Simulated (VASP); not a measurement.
**MoS2: single point with r2SCAN**

Crystal: MoS2.

```
CELL_PARAMETERS angstrom
3.22746 0.00000 0.00000
-1.61373 2.79506 0.00000
0.00000 0.00000 6.31247
ATOMIC_POSITIONS crystal
Mo 0.00000 0.00000 0.50000
S 0.33333 0.66667 0.25532
S 0.66667 0.33333 0.74468
```

```yaml
Program: VASP 6.6.1
Task: single point
Functional: r2SCAN
Potentials_or_basis: VASP PAW PBE potentials, release 64 (Mo_sv, S)
Cutoff: 520 eV
k_mesh: 8 × 8 × 4
Occupations: fermi-dirac, width 0.1 eV
Spin: no spin polarisation
```

| Property | Result |
| --- | --- |
| Pressure | 0.2 GPa |
| Largest force | 0.075 eV/Å |
| Band gap on the k mesh | zero (band 13 reaches 7.04 eV, above the bottom of band 14 at 6.34 eV) |

Forces in eV/Å, atoms in the order of the input:
```
Mo   0.000  0.000  0.000
S    0.000  0.000 -0.075
S    0.000  0.000  0.075
```

Stress tensor (GPa, compression positive):
```
0.15 0.00 0.00
0.00 0.15 0.00
0.00 0.00 0.28
```

Levels at points of the mesh, in eV from the Fermi level:
```
           k point  band 11  band 12  band 13  band 14  band 15  band 16
(0.00, 0.00, 0.00)    -1.08    -1.01    -1.01    -0.43    -0.43     3.33
(0.50, 0.00, 0.00)    -3.42    -1.95    -1.79     0.98     1.80     3.77
(0.00, 0.00, 0.50)    -1.01    -1.01    -0.50    -0.50    -0.08     3.49
(0.50, 0.00, 0.50)    -2.62    -2.16    -1.79     0.98     1.82     3.44
```

Run time: 2.7 min on 1 thread of Intel Xeon 8259CL (shared host), peak memory 0.19 GiB.

Caveat: the PAW data sets were made with another functional, which shifts forces and pressure a little.
